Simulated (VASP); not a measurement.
Input of a VASP 6.6.1 run:

The input INCAR:

```
SYSTEM = Ag
PREC = Accurate ; ENCUT = 600
EDIFF = 1E-7 ; ISMEAR = -1
SIGMA = 0.15 ; LREAL = .FALSE.
LASPH = .TRUE. ; NELM = 100
ALGO = Normal ; ISIF = 3
LWAVE = .FALSE. ; LCHARG = .FALSE.
GGA = PS ; IBRION = 2
NSW = 80 ; EDIFFG = -0.001
```

Contents of KPOINTS:

```
regular mesh
0
G
  20 20 20
  0 0 0
```

File POSCAR:

```
Ag
1.0
   -1.6125573276      1.6125573276      1.6125573276
    1.6125573276     -1.6125573276      1.6125573276
    1.6125573276      1.6125573276     -1.6125573276
Ag
1
Direct
    0.0000000000      0.0000000000      0.0000000000
```

Potentials or basis: VASP PAW PBE potentials, release 64 (Ag).

Launch:

```console
$ cat potpaw_PBE.64/Ag/POTCAR > POTCAR
$ mpirun -np 1 vasp_std > vasp.out
```

(1) Predict the band gap on the k mesh.

(2) What does it give for the relaxed volume?

Results:

(1) zero (an odd number of electrons rules out a gap without spin polarisation).

(2) 16.74 Å³/atom.

Caveat: the PAW data sets were made with another functional, which shifts forces and pressure a little.
